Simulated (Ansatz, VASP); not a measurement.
SnTe in VASP and in Ansatz

File INCAR:

```
SYSTEM = SnTe
  PREC = Accurate
  ENCUT = 520
  EDIFF = 1E-6
  ISMEAR = -1
  SIGMA = 0.08
  LREAL = .False.
  LASPH = .True.
  NELM = 60
  ALGO = Normal
  ISIF = 2
  LWAVE = .False.
  LCHARG = .False.
  GGA = PS
  NBANDS = 17
```

The input KPOINTS:

```
Automatic mesh
0
Gamma
  11 11 11
  0 0 0
```

POSCAR

```
SnTe
1.0
    0.0000000000      2.8173154677      2.8173154677
    2.8173154677      0.0000000000      2.8173154677
    2.8173154677      2.8173154677      0.0000000000
Sn Te
1 1
Direct
    0.0000000000      0.0000000000      0.0000000000
    0.5000000000      0.5000000000      0.5000000000
```

Input for Ansatz:

```yaml
crystal:
  lattice:
    - [0.0, 2.8173154677, 2.8173154677]
    - [2.8173154677, 0.0, 2.8173154677]
    - [2.8173154677, 2.8173154677, 0.0]
  atoms:
    - { symbol: Sn, position: [0.0, 0.0, 0.0] }
    - { symbol: Te, position: [0.5, 0.5, 0.5] }
kpoints:
  mp_grid: { grid: [11, 11, 11] }
scf:
  occupations: { method: fermi_dirac, width: 0.08 }
hamiltonian:
  xc: pbesol
  pseudopotentials: { kind: all_electron, lapw: { basis_error: 0.001 } }
output:
  forces: true
  stress: true
  eigenvalues: true
  populations: true
```

Change from the starting cell: volume scaled by 0.72, LAPW.

Alike in both runs: task single point; functional PBEsol; k mesh 11 × 11 × 11; occupations fermi-dirac, width 0.08 eV; no spin polarisation.

```csv
,VASP,Ansatz
version,VASP 6.6.1,Ansatz 0.2.0
potentials or method,"VASP PAW PBE potentials, release 64 (Sn_d, Te), cutoff 520 eV","all-electron LAPW, scalar-relativistic"
```

|  | VASP | Ansatz | Ansatz less VASP |
| --- | --- | --- | --- |
| pressure (GPa) | 31.8 | 31.8 | -0.08 |

VASP's potentials were made for PBE, not for PBEsol. Both programs put the cell under a high pressure, so it lies far from rest at this level. Ansatz ran all-electron here, and VASP with PAW potentials.

Spin-orbit coupling is off throughout.
